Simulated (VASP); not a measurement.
A run of VASP 6.6.1:

File INCAR:

```
PREC = Accurate
ENCUT = 520
EDIFF = 1E-7
ISMEAR = 1
SIGMA = 0.1
LREAL = Auto
LASPH = T
NELM = 120
ALGO = Normal
ISIF = 2
LWAVE = F
LCHARG = F
GGA = PE
IBRION = 2
NSW = 90
EDIFFG = -0.02
GGA_COMPAT = F
NELMIN = 4
```

The input KPOINTS:

```
regular mesh
0
Gamma
  1 1 1
```

The input POSCAR:

```
W16C15
1.0
   -2.9220740600      5.0611807300      5.6926483200
    5.8441481100      0.0000000000      5.6926483200
    2.9220740600      5.0611807300      0.0000000000
W C
16 15
Direct
    0.0000000000      0.0000000000      0.0000000000
    0.2500000000      0.2500000000      0.2500000000
    0.0000000000      0.0000000000      0.5000000000
    0.2500000000      0.2500000000      0.7500000000
    0.0000000000      0.5000000000      0.0000000000
    0.2500000000      0.7500000000      0.2500000000
    0.0000000000      0.5000000000      0.5000000000
    0.2500000000      0.7500000000      0.7500000000
    0.5000000000      0.0000000000      0.0000000000
    0.7500000000      0.2500000000      0.2500000000
    0.5000000000      0.0000000000      0.5000000000
    0.7500000000      0.2500000000      0.7500000000
    0.5000000000      0.5000000000      0.0000000000
    0.7500000000      0.7500000000      0.2500000000
    0.5000000000      0.5000000000      0.5000000000
    0.7500000000      0.7500000000      0.7500000000
    0.0416666700      0.2083333300      0.1250000000
    0.2916666700      0.4583333300      0.3750000000
    0.0416666700      0.2083333300      0.6250000000
    0.2916666700      0.4583333300      0.8750000000
    0.0416666700      0.7083333300      0.1250000000
    0.2916666700      0.9583333300      0.3750000000
    0.0416666700      0.7083333300      0.6250000000
    0.2916666700      0.9583333300      0.8750000000
    0.5416666700      0.2083333300      0.1250000000
    0.5416666700      0.2083333300      0.6250000000
    0.7916666700      0.4583333300      0.8750000000
    0.5416666700      0.7083333300      0.1250000000
    0.7916666700      0.9583333300      0.3750000000
    0.5416666700      0.7083333300      0.6250000000
    0.7916666700      0.9583333300      0.8750000000
```

Potentials or basis: VASP PAW PBE potentials, release 64 (W_sv, C).

Launch:

```bash
$ cat potpaw_PBE.64/W_sv/POTCAR potpaw_PBE.64/C/POTCAR > POTCAR
$ mpirun -np 1 vasp_gam > vasp.out
```

Hardware: 1 thread of AMD EPYC 7R43 64-Core Processor (Zen 3), on a shared host.

Question: Estimate the wall time of this run.

Answer: Wall time 26 min on 1 thread of AMD EPYC 7R43 64-Core Processor (Zen 3), with other jobs on the host, peak memory 0.46 GiB. Counts: scf iterations 135, k points 1, ion steps 15.
